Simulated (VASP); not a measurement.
A run of VASP 6.6.1:

INCAR

```
PREC = Accurate
ENCUT = 520
EDIFF = 1E-7
ISMEAR = -1
SIGMA = 0.02
LREAL = False
LASPH = True
NELM = 60
ALGO = Normal
ISIF = 2
LWAVE = False
LCHARG = False
GGA = PE
NBANDS = 15
```

File KPOINTS:

```
Automatic mesh
0
Gamma
  8 8 8
```

The input POSCAR:

```
KCl
1.0
    0.0000000000      3.0505028602      3.1718713392
    3.0505028602      0.0000000000      3.1718713392
    3.0505028602      3.0505028602      0.0000000000
K Cl
1 1
Direct
    0.0000000000      0.0000000000      0.0000000000
    0.5000000000      0.5000000000      0.5000000000
```

Potentials or basis: VASP PAW PBE potentials, release 64 (K_sv, Cl).

The run is started by

```bash
$ cat potpaw_PBE.64/K_sv/POTCAR potpaw_PBE.64/Cl/POTCAR > POTCAR
$ mpirun -np 1 vasp_std > vasp.out
```

Hardware: 1 thread of Intel Xeon 8259CL, on a shared host.

Question: Estimate the wall time of this run.

Answer: Wall time 75 s on 1 thread of Intel Xeon 8259CL, on a shared host, peak memory 0.22 GiB. Counts: scf iterations 15, k points 59.
